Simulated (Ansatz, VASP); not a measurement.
**Two plane-wave programs on HfCSe**

```
Hf C Se
1.0
     3.42763    0.00000    0.00000
     0.00000    3.42763    0.00000
     0.00000    0.00000    7.85618
Hf C Se
2 2 2
Direct
  0.00000 0.50000 0.19650
  0.50000 0.00000 0.80350
  0.00000 0.00000 0.00000
  0.50000 0.50000 0.00000
  0.00000 0.50000 0.64359
  0.50000 0.00000 0.35641
```

Alike in both runs: functional r2SCAN; k mesh 9 × 9 × 4; occupations gaussian, width 0.035 eV; no spin polarisation.

Ansatz relaxed the structure, and its values are those at the end. VASP's run is a single point on that final structure, the one shown.

|  | VASP | Ansatz |
| --- | --- | --- |
| version | VASP 6.6.1 | Ansatz 0.2.0 |
| potentials or method | VASP PAW PBE potentials, release 64 (Hf_pv, C, Se), cutoff 520 eV | PAW plane waves |
| valence electrons in the cell | 40 | 92 |

```csv
,VASP,Ansatz,Ansatz less VASP
pressure (GPa),1.7,2.5,+0.79
rms of the force components (eV/Å),0.023,0.003,-0.0198
```

VASP's potentials were made for PBE, not for r2SCAN. The functional is the same, so the differences come from potentials, cutoffs and numerics. VASP's potentials hold 40 valence electrons a cell and Ansatz's 92, so a difference there can come from the potentials and not from the codes. Ansatz's warnings: stress scf threshold loose.

Spin-orbit coupling is off throughout.
